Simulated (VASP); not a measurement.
Input of a VASP 6.6.1 run:

INCAR

```
SYSTEM = SrMn2O3
PREC = Accurate
ENCUT = 520
EDIFF = 1E-6
ISMEAR = -1
SIGMA = 0.1384
LREAL = .False.
LASPH = .True.
NELM = 150
ALGO = Normal
ISIF = 2
LWAVE = .False.
LCHARG = .True.
ISPIN = 2
MAGMOM = 4.55 -4.55 4.55 -4.55 0 0 -0.01 0.01 -0.01 0.01 0 0
LORBIT = 11
LMAXMIX = 4
LDAU = .True.
LDAUTYPE = 1
LDAUL = 2 -1 -1
LDAUU = 6.71 0 0
LDAUJ = 0.95 0 0
LDAUPRINT = 1
GGA = PE
LVHAR = .True.
ISYM = 0
NBANDS = 70
KPAR = 4
```

KPOINTS

```
Automatic mesh
0
Gamma
  2 5 5
  0 0 0
```

POSCAR

```
SrMn2O3
1.0
   10.8409844385      0.0000621237      0.0001055305
    0.0000227119      4.4785801631     -0.0000093265
    0.0000325790     -0.0000078756      3.4613085427
Mn Sr O
4 2 6
Direct
    0.0640475702      0.7506472843      0.7329335863
    0.4358482617      0.7506497786      0.7329341377
    0.5640485386      0.2506471956      0.2678686337
    0.9358489106      0.2506432834      0.2678693723
    0.2499376371      0.2506495360      0.2428278313
    0.7499491789      0.7506364650      0.7579751048
    0.0620107205      0.2506487287      0.7660693320
    0.4378881627      0.2506512802      0.7660797483
    0.5620070686      0.7506458734      0.2347225733
    0.9378851018      0.7506418092      0.2347341595
    0.2499514528      0.7506484115      0.5719008885
    0.7499453462      0.2506386610      0.4289020119
```

Potentials or basis: VASP PAW PBE potentials, release 64 (Mn_pv, Sr_sv, O).

Run with:

```console
$ cat potpaw_PBE.64/Mn_pv/POTCAR potpaw_PBE.64/Sr_sv/POTCAR potpaw_PBE.64/O/POTCAR > POTCAR
$ mpirun -np 4 vasp_std > vasp.out
```

(1) Estimate the band gap on the k mesh.

(2) What does it give for the site moments?

(3) Predict the pressure.

(4) What does it give for the net moment?

Answers

(1) 1.45 eV (least direct gap 2.39 eV).

(2) Mn +4.63, -4.63 (each value once); Sr -0.00, +0.00; O -0.01, +0.01, +0.00, -0.00 (each value once) μB.

(3) -0.6 GPa.

(4) 0.00 μB per cell.
